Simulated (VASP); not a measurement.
# AlNi3 (P-6m2) in VASP: further runs

AlNi3 is run at these levels: PBE; tasks: single point, relaxation of cell and atoms.

All numbers are computed with VASP 6.6.1; they aren't measurements. Logs are shortened: lines on timing, memory, paths and dates and some standing lists are left out, and cuts for length are marked.

## (1) The cell of the first run

It takes space group P-6m2 (No. 187, hexagonal). Conventional cell: a = 2.615 Å, b = 2.615 Å, c = 7.865 Å, α = 90.00°, β = 90.00°, γ = 120.00°. Al (site symmetry -6m2) has 6 Ni at 2.45 Å and 6 Al at 2.61 Å within 3.2 Å. Ni (site symmetry -6m2) has 12 Ni at 2.51 to 2.61 Å within 3.3 Å. Within 3.2 Å of Ni (site symmetry 3m) lie 3 Al at 2.45 Å and 9 Ni at 2.51 to 2.61 Å.

## (2) Single point, PBE, collinear spin, ferromagnetic start

File INCAR:

```
ALGO     = Normal         # electronic algorithm
EDIFF    = 1E-6           # SCF threshold, eV
ENCUT    = 520            # plane-wave cutoff, eV
GGA      = PE             # functional
ISIF     = 2              # what is computed and relaxed
ISMEAR   = 0              # smearing method
ISPIN    = 2              # spin polarisation
LASPH    = T              # aspherical terms in the spheres
LCHARG   = F              # write CHGCAR
LMAXMIX  = 4              # l up to which the mixer works
LORBIT   = 11             # projections on sites
LREAL    = F              # projectors in reciprocal space
LWAVE    = F              # write WAVECAR
MAGMOM   = 0 2 2 2        # initial moments
NBANDS   = 28             # bands
NELM     = 150            # most SCF steps
PREC     = Accurate       # precision mode
SIGMA    = 0.1            # smearing width, eV
```

File KPOINTS:

```
k-points
0
Gamma
  6 6 2
```

File POSCAR:

```
AlNi3
1.0
    2.6145936622     -0.0000000030      0.0000000000
   -1.3072968286      2.2643045335      0.0000000000
    0.0000000000      0.0000000000      7.8653359222
Al Ni
1 3
Direct
    0.3333333333      0.6666666667      0.5000000000
    0.3333333333      0.6666666667      0.0000000000
    0.6666666667      0.3333333333      0.2554397864
    0.6666666667      0.3333333333      0.7445602136
```

Potentials or basis: VASP PAW PBE potentials, release 64 (Al, Ni).

Launch:

```sh
cat potpaw_PBE.64/Al/POTCAR potpaw_PBE.64/Ni/POTCAR > POTCAR
mpirun -np 1 vasp_std > vasp.out
```

OUTCAR:

```text
EDIFF = 1E-6
   ENCUT = 520
   GGA = PE
   ISIF = 2
   ISMEAR = 0
   ISPIN = 2
   LASPH = T
   LORBIT = 11
   LREAL = F
   NELM = 150
   PREC = Accurate

 ion  position               nearest neighbor table
   1  0.333  0.667  0.500-   3 2.45   4 2.45   3 2.45   4 2.45   3 2.45   4 2.45
   2  0.333  0.667  0.000-   3 2.51   4 2.51   3 2.51   4 2.51   3 2.51   4 2.51
   3  0.667  0.333  0.255-   1 2.45   1 2.45   1 2.45   2 2.51   2 2.51   2 2.51
   4  0.667  0.333  0.745-   1 2.45   1 2.45   1 2.45   2 2.51   2 2.51   2 2.51

  LATTYP: Found a hexagonal cell.
 ALAT       =     2.6145936622
 C/A-ratio  =     3.0082440862

  Lattice vectors:

 A1 = (   2.6145936622,  -0.0000000030,   0.0000000000)
 A2 = (  -1.3072968286,   2.2643045335,   0.0000000000)
 A3 = (   0.0000000000,   0.0000000000,   7.8653359222)

Analysis of symmetry for initial positions (statically):
=====================================================================
 Subroutine PRICEL returns:
 Original cell was already a primitive cell.

 Routine SETGRP: Setting up the symmetry group for a
 hexagonal supercell.

 Subroutine GETGRP returns: Found 12 space group operations
 (whereof 12 operations were pure point group operations)
 out of a pool of 24 trial point group operations.

The static configuration has the point symmetry D_3h.

Analysis of symmetry for dynamics (positions and initial velocities):
=====================================================================
 Subroutine PRICEL returns:
 Original cell was already a primitive cell.

 Routine SETGRP: Setting up the symmetry group for a
 hexagonal supercell.

 Subroutine GETGRP returns: Found 12 space group operations
 (whereof 12 operations were pure point group operations)
 out of a pool of 24 trial point group operations.

The dynamic configuration has the point symmetry D_3h.

Analysis of structural, dynamic, and magnetic symmetry:
=====================================================================
 Subroutine PRICEL returns:
 Original cell was already a primitive cell.

 Routine SETGRP: Setting up the symmetry group for a
 hexagonal supercell.

 Subroutine GETGRP returns: Found 12 space group operations
 (whereof 12 operations were pure point group operations)
 out of a pool of 24 trial point group operations.

The overall configuration has the point symmetry D_3h.

 Subroutine INISYM returns: Found 12 space group operations
 (whereof 12 operations are pure point group operations),
 and found     1 'primitive' translations

----------------------------------------------------------------------------------------

                                     Primitive cell

  volume of cell :      46.5646

  direct lattice vectors                    reciprocal lattice vectors
     2.614593662 -0.000000003  0.000000000     0.382468609  0.220818354  0.000000000
    -1.307296829  2.264304533  0.000000000     0.000000001  0.441636708  0.000000000
     0.000000000  0.000000000  7.865335922     0.000000000  0.000000000  0.127140151

  length of vectors
     2.614593662  2.614593662  7.865335922     0.441636708  0.441636708  0.127140151

  position of ions in fractional coordinates (direct lattice)
     0.333333333  0.666666667  0.500000000
     0.333333333  0.666666667  0.000000000
     0.666666667  0.333333333  0.255439786
     0.666666667  0.333333333  0.744560214

  ion indices of the primitive-cell ions
   primitive index   ion index
                 1           1
                 2           2
                 3           3
                 4           4

----------------------------------------------------------------------------------------

 KPOINTS: k-points

Automatic generation of k-mesh.
 Grid dimensions read from file:
 generate k-points for:    6    6    2

 Generating k-lattice:

  Cartesian coordinates                     Fractional coordinates (reciprocal lattice)
     0.063744768  0.036803059  0.000000000     0.166666667  0.000000000  0.000000000
     0.000000000  0.073606118  0.000000000     0.000000000  0.166666667  0.000000000
     0.000000000  0.000000000  0.063570076     0.000000000  0.000000000  0.500000000

  Length of vectors
     0.073606118  0.073606118  0.063570076

  Shift w.r.t. Gamma in fractional coordinates (k-lattice)
     0.000000000  0.000000000  0.000000000

 Subroutine IBZKPT returns following result:
 ===========================================

 Found     14 irreducible k-points:

 Following reciprocal coordinates:
            Coordinates               Weight
  0.000000  0.000000  0.000000      1.000000
  0.166667  0.000000  0.000000      6.000000
  0.333333  0.000000  0.000000      6.000000
  0.500000  0.000000  0.000000      3.000000
  0.166667  0.166667  0.000000      6.000000
  0.333333  0.166667  0.000000     12.000000
  0.333333  0.333333  0.000000      2.000000
  0.000000  0.000000  0.500000      1.000000
  0.166667  0.000000  0.500000      6.000000
  0.333333  0.000000  0.500000      6.000000
  0.500000  0.000000  0.500000      3.000000
  0.166667  0.166667  0.500000      6.000000
  0.333333  0.166667  0.500000     12.000000
  0.333333  0.333333  0.500000      2.000000
   k-points           NKPTS =     14   k-points in BZ     NKDIM =     14   number of bands    NBANDS=     28
   number of dos      NEDOS =    301   number of ions     NIONS =      4
   total plane-waves  NPLWV =  24000
   dimension x,y,z NGX =    20 NGY =   20 NGZ =   60
   dimension x,y,z NGXF=    40 NGYF=   40 NGZF=  120
   ions per type =               1   3
   NGX,Y,Z   is equivalent  to a cutoff of  12.72, 12.72, 12.68 a.u.
   NGXF,Y,Z  is equivalent  to a cutoff of  25.43, 25.43, 25.36 a.u.
 SYSTEM =  unknown system
   PREC   = accura    normal or accurate (medium, high low for compatibility)
   ISTART =      0    job   : 0-new  1-cont  2-samecut
   ICHARG =      2    charge: 1-file 2-atom 10-const
   ISPIN  =      2    spin polarized calculation?
   LNONCOLLINEAR =      F non collinear calculations
   LSORBIT =      F    spin-orbit coupling
   LASPH  =      T    aspherical Exc in radial PAW
   ENCUT  =  520.0 eV  38.22 Ry    6.18 a.u.   4.86  4.86 14.62*2*pi/ulx,y,z
   NELM   =    150;   NELMIN=  2; NELMDL= -5     # of ELM steps
   EDIFF  = 0.1E-05   stopping-criterion for ELM
   LREAL  =      F    real-space projection
   EDIFFG = 0.1E-04   stopping-criterion for IOM
   NSW    =      0    number of steps for IOM
   IBRION =     -1    ionic relax: 0-MD 1-quasi-New 2-CG
   NFREE  =      0    steps in history (QN), initial steepest desc. (CG)
   ISIF   =      2    stress and relaxation
   ISYM   =      2    0-nonsym 1-usesym 2-fastsym
   POTIM  = 0.5000    time-step for ionic-motion
   TEBEG  =    0.0;   TEEND  =   0.0 temperature during run
   PSTRESS=    0.0 pullay stress
   NELECT =      33.0000    total number of electrons
   NUPDOWN=      -1.0000    fix difference up-down
   EMIN   =  10.00;   EMAX   =-10.00  energy-range for DOS
   EFERMI =   0.00;   METHOD = LEGACY
   ISMEAR =     0;   SIGMA  =   0.10  broadening in eV -4-tet -1-fermi 0-gaus
   EFERMI_NEDOS =   21; number of points for ismear=-14 and -15
   IALGO  =     38    algorithm
   IMIX   =      4    mixing-type and parameters
     AMIX     =   0.40;   BMIX     =  1.00
     AMIX_MAG =   1.60;   BMIX_MAG =  1.00
  volume/ion in A,a.u.               =      11.64        78.56
  Fermi-wavevector in a.u.,A,eV,Ry     =   1.459578  2.758203 28.985424  2.130369
  Thomas-Fermi vector in A             =   2.576129
   LORBIT       =     11    0 simple, 1 ext, 2 COOP (PROOUT), +10 PAW based schemes
   GGA     = PE    functional components
   LHFCALC =     F    Hartree Fock is set to
   AEXX    =    0.0000 exact exchange contribution
   IVDW    =     0    specifies the selected vdW correction
   LEPSILON=     F    determine dielectric tensor
   LRPA    =     F    only Hartree local field effects (RPA)
 spin polarized calculation
 Gauss-broadening in eV      SIGMA  =   0.10
  energy-cutoff  :      520.00
  volume of cell :       46.56
 maximum number of plane-waves:      1293
 NGX is ok and might be reduce to    20
   NGX =  9   NGY =  9   NGZ = 29

 number of electron      32.9999987 magnetization       0.3435656

 Free energy of the ion-electron system (eV)
  ---------------------------------------------------
  ext. energy  EPLUGINS =         0.00000000
  ---------------------------------------------------
  free energy    TOTEN  =       -20.87634628 eV

  energy without entropy =      -20.85122623  energy(sigma->0) =      -20.86378626

 E-fermi :   9.2060     XC(G=0): -12.5111

 val. band max:        9.1760417533   @ k =   0.3333   0.3333   0.5000
 cond. band min:       9.2621313830   @ k =   0.3333   0.1667   0.5000
 fundamental gap:      0.0860896297
 Fermi energy:         9.2060360998

 spin component 1

 k-point     1 :       0.0000    0.0000    0.0000
  band No.  band energies     occupation
      1      -1.6760      1.00000
      2       2.1884      1.00000
      3       2.3323      1.00000
      4       5.2530      1.00000
      5       6.8195      1.00000
      6       7.4339      1.00000
[... 20 lines left out ...]
     27      27.9224      0.00000
[... 380 lines left out ...]
      5       6.3407      1.00000
      6       6.4555      1.00000
[... 20 lines left out ...]
     27      18.5049      0.00000
     28      24.5474      0.00000
 Fermi energy:         9.2060360998

 spin component 2

 k-point     1 :       0.0000    0.0000    0.0000
  band No.  band energies     occupation
      1      -1.6856      1.00000
      2       2.1762      1.00000
      3       2.3175      1.00000
      4       5.3358      1.00000
      5       6.8843      1.00000
      6       7.5223      1.00000
[... 20 lines left out ...]
     27      27.9151      0.00000
[... 381 lines left out ...]
      6       6.5546      1.00000
[... 20 lines left out ...]
     27      18.5311      0.00000
     28      24.5424      0.00000

------------------------ aborting loop because EDIFF is reached ----------------------------------------

  FORCE on cell =-STRESS in cart. coord.  units (eV):
  Direction    XX          YY          ZZ          XY          YZ          ZX
  --------------------------------------------------------------------------------------
  -------------------------------------------------------------------------------------
  Total        0.0593777      0.0593777      0.0059748     -0.0000000      0.0000000      0.0000000
  in kB        2.0430426      2.0430426      0.2055784     -0.0000000      0.0000000      0.0000000
  external PRESSURE =       1.4305545 kB  Pullay stress =       0.0000000 kB

 VOLUME and BASIS-vectors are now :
 -----------------------------------------------------------------------------
  energy-cutoff  :      520.00
  volume of cell :       46.56
      direct lattice vectors                 reciprocal lattice vectors
     2.614593662 -0.000000003  0.000000000     0.382468609  0.220818354  0.000000000
    -1.307296829  2.264304533  0.000000000     0.000000001  0.441636708  0.000000000
     0.000000000  0.000000000  7.865335922     0.000000000  0.000000000  0.127140151

 POSITION                                       TOTAL-FORCE (eV/Angst)
 -----------------------------------------------------------------------------------
      0.00000      1.50954      3.93267         0.000000     -0.000000     -0.000000
      0.00000      1.50954      0.00000         0.000000     -0.000000     -0.000000
      1.30730      0.75477      2.00912        -0.000000      0.000000     -0.022114
      1.30730      0.75477      5.85622         0.000000      0.000000      0.022114
 -----------------------------------------------------------------------------------
    total drift:                               -0.000000      0.000000      0.000000

  FREE ENERGIE OF THE ION-ELECTRON SYSTEM (eV)
  ---------------------------------------------------
  free  energy   TOTEN  =       -20.8763462819 eV

  energy  without entropy=      -20.8512262339  energy(sigma->0) =      -20.86378626

 total charge

# of ion       s       p       d       tot
------------------------------------------
    1        0.419   0.447   0.000   0.866
    2        0.461   0.417   8.310   9.188
    3        0.469   0.485   8.379   9.333
    4        0.469   0.485   8.379   9.333
--------------------------------------------------
tot          1.819   1.833  25.068  28.720

 magnetization (x)

# of ion       s       p       d       tot
------------------------------------------
    1        0.001  -0.002   0.000  -0.001
    2       -0.003  -0.008   0.252   0.241
    3       -0.001  -0.006   0.069   0.062
    4       -0.001  -0.006   0.069   0.062
--------------------------------------------------
tot         -0.005  -0.021   0.391   0.365
```

It took 85 s on 1 thread of Intel Xeon Platinum 8259CL at 2.50GHz (Skylake/Cascade Lake), shared host; peak memory 0.19 GiB.

What came out:

```
Free energy                                           : -20.8763 eV
Pressure                                              : 0.1 GPa
Largest force                                         : 0.022 eV/Å
Net moment                                            : 0.34 μB per cell
Site moments                                          : Al -0.00; Ni +0.24, +0.06 μB
Valence electrons inside the program's atomic spheres : Al 0.87; Ni 9.19, 9.33
```

Forces in eV/Å, atoms in the order of the input:
```
Al   0.000  0.000  0.000
Ni   0.000  0.000  0.000
Ni   0.000  0.000 -0.022
Ni   0.000  0.000  0.022
```

Caveat: the k points lie up to 0.46 Å⁻¹ apart.

## (3) Relaxation of cell and atoms, PBE, collinear spin, ferromagnetic start

This run uses another cell than the first one, of 11.44 Å³/atom, 0.983 times its volume.

File INCAR:

```
PREC = Accurate
ENCUT = 600
EDIFF = 1E-6
ISMEAR = 0
SIGMA = 0.1
LREAL = F
LASPH = T
NELM = 150
ALGO = Fast
ISIF = 3
LWAVE = F
LCHARG = F
ISPIN = 2
MAGMOM = 0 2 2 2
LORBIT = 11
LMAXMIX = 4
GGA = PE
IBRION = 2
NSW = 90
EDIFFG = -0.04
```

File KPOINTS:

```
regular mesh
0
Gamma
  6 6 2
```

File POSCAR:

```
AlNi3
1.0
    2.5482566300      0.0000000000      0.0000000000
   -1.2741283100      2.2068549800      0.0000000000
    0.0000000000      0.0000000000      8.1378222900
Al Ni
1 3
Direct
    0.3333333300      0.6666666700      0.5000000000
    0.3333333300      0.6666666700      0.0000000000
    0.6666666700      0.3333333300      0.2500000000
    0.6666666700      0.3333333300      0.7500000000
```

Potentials or basis: VASP PAW PBE potentials, release 64 (Al, Ni).

Launch:

```sh
cat potpaw_PBE.64/Al/POTCAR potpaw_PBE.64/Ni/POTCAR > POTCAR
mpirun -np 1 vasp_std > vasp.out
```

Wall time 5 min (1 thread of Intel Xeon Platinum 8259CL at 2.50GHz (Skylake/Cascade Lake), shared host); peak memory 0.21 GiB.

It converged, with:

```yaml
Free_energy: -20.8753 eV
Relaxed_volume: 11.64 Å³/atom
Relaxed_cell: a = 2.616 Å, b = 2.616 Å, c = 7.858 Å, α = 90.00°, β = 90.00°, γ = 120.00°
Space_group_after_relaxing_to_0.05_Å: P-6m2 (No. 187)
Energy_gained_by_relaxing: 26.6 meV/atom
Ionic_steps: 7
Pressure_after_relaxing: 0.1 GPa
Largest_force_after_relaxing: 0.013 eV/Å
Net_moment: 0.38 μB per cell
Site_moments: Al -0.00; Ni +0.26, +0.07 μB
Valence_electrons_inside_the_program's_atomic_spheres: Al 0.86; Ni 9.19, 9.33
```

Forces in eV/Å, atoms in the order of the input:
```
Al   0.000  0.000  0.000
Ni   0.000  0.000  0.000
Ni   0.000  0.000  0.013
Ni   0.000  0.000 -0.013
```

Stress tensor (GPa, compression positive):
```
0.05 0.00 0.00
0.00 0.05 0.00
0.00 0.00 0.14
```

The path:
```
step  energy change (eV)  largest force (eV/Å)  pressure (GPa)  volume (Å³)
   1              0.0000                0.3977            2.93        45.76
   2             -0.0951                0.2196           -1.96        47.13
   3             -0.0964                0.1933           -2.48        47.30
   4             -0.1030                0.0666            1.35        46.23
   5             -0.1050                0.1141            0.11        46.57
   6             -0.1062                0.0472            0.07        46.57
   7             -0.1065                0.0133            0.08        46.57
```

Final structure:
```
Al Ni
1.0
     2.61586    0.00000    0.00000
    -1.30793    2.26540    0.00000
     0.00000    0.00000    7.85840
Al Ni
1 3
Direct
  0.33333 0.66667 0.50000
  0.33333 0.66667 0.00000
  0.66667 0.33333 0.25494
  0.66667 0.33333 0.74506
```

Levels at points of the mesh, in eV from the Fermi level:
Spin up:
| k point | band 13 | band 14 | band 15 | band 16 | band 17 | band 18 | band 19 | band 20 | band 21 | band 22 |
| --- | --- | --- | --- | --- | --- | --- | --- | --- | --- | --- |
| (0.00, 0.00, 0.00) | -1.17 | -1.17 | -0.81 | -0.81 | -0.49 | -0.35 | -0.35 | 4.06 | 12.51 | 14.61 |
| (0.50, 0.00, 0.00) | -0.45 | -0.27 | -0.21 | -0.11 | 0.23 | 0.47 | 2.01 | 3.53 | 3.99 | 8.01 |
| (0.00, 0.00, 0.50) | -1.53 | -1.19 | -1.19 | -0.79 | -0.79 | -0.36 | -0.36 | 6.27 | 8.92 | 14.62 |
| (0.50, 0.00, 0.50) | -0.48 | -0.27 | -0.21 | -0.11 | 0.44 | 0.54 | 2.31 | 3.63 | 4.30 | 6.74 |
Spin down:
```csv
k point,band 14,band 15,band 16,band 17,band 18,band 19,band 20,band 21
"(0.00, 0.00, 0.00)",-1.09,-0.67,-0.67,-0.51,-0.16,-0.16,4.12,12.54
"(0.50, 0.00, 0.00)",-0.16,-0.08,0.20,0.45,0.50,2.05,3.56,4.07
"(0.00, 0.00, 0.50)",-1.11,-1.11,-0.64,-0.64,-0.17,-0.17,6.28,8.98
"(0.50, 0.00, 0.50)",-0.16,-0.09,0.20,0.54,0.68,2.38,3.65,4.31
```

Caveat: the k points lie up to 0.46 Å⁻¹ apart in the final cell.
